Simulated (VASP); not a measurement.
Input of a VASP 6.6.1 run:

The input INCAR:

```
SYSTEM = Cu
PREC     = Accurate       ! precision mode
ENCUT    = 520            ! plane-wave cutoff, eV
EDIFF    = 1E-7           ! SCF threshold, eV
ISMEAR   = 0              ! smearing method
SIGMA    = 0.1            ! smearing width, eV
LREAL    = .False.        ! projectors in reciprocal space
LASPH    = .True.         ! aspherical terms in the spheres
NELM     = 60             ! most SCF steps
ALGO     = Fast           ! electronic algorithm
ISIF     = 2              ! what is computed and relaxed
LWAVE    = .False.        ! write WAVECAR
LCHARG   = .False.        ! write CHGCAR
LDIPOL   = .True.       
IDIPOL   = 3            
DIPOL    = 0.5 0.5 0.500
GGA      = PS             ! functional
IBRION   = 2              ! ionic algorithm
NSW      = 80             ! ionic steps
EDIFFG   = -0.02          ! ionic threshold
```

File KPOINTS:

```
regular mesh
0
Gamma
  15 15 1
  0 0 0
```

File POSCAR:

```
Cu
1.0
    2.5205910253      0.0000000000      0.0000000000
   -1.2602955127      2.1828958605      0.0000000000
    0.0000000000      0.0000000000     27.3495698005
Cu
7
Direct
    0.6666666667      0.3333333333      0.2742273482
    0.3333333333      0.6666666667      0.3494848988
    0.6666666667      0.3333333333      0.4247424494
    0.3333333333      0.6666666667      0.5000000000
    0.6666666667      0.3333333333      0.5752575506
    0.3333333333      0.6666666667      0.6505151012
    0.6666666667      0.3333333333      0.7257726518
```

Potentials or basis: VASP PAW PBE potentials, release 64 (Cu).

Command:

```bash
$ cat potpaw_PBE.64/Cu/POTCAR > POTCAR
$ mpirun -np 1 vasp_std > vasp.out
```

Estimate the energy gained by relaxing.

0.3 meV/atom.

What does it give for the band gap on the k mesh?

Zero (an odd number of electrons rules out a gap without spin polarisation).

Forces on the atoms (eV/Å):
```
Cu   0.000  0.000 -0.009
Cu   0.000  0.000 -0.012
Cu   0.000  0.000  0.006
Cu   0.000  0.000  0.000
Cu   0.000  0.000 -0.006
Cu   0.000  0.000  0.012
Cu   0.000  0.000  0.009
```

Caveat: the PAW data sets were made with another functional, which shifts forces and pressure a little.
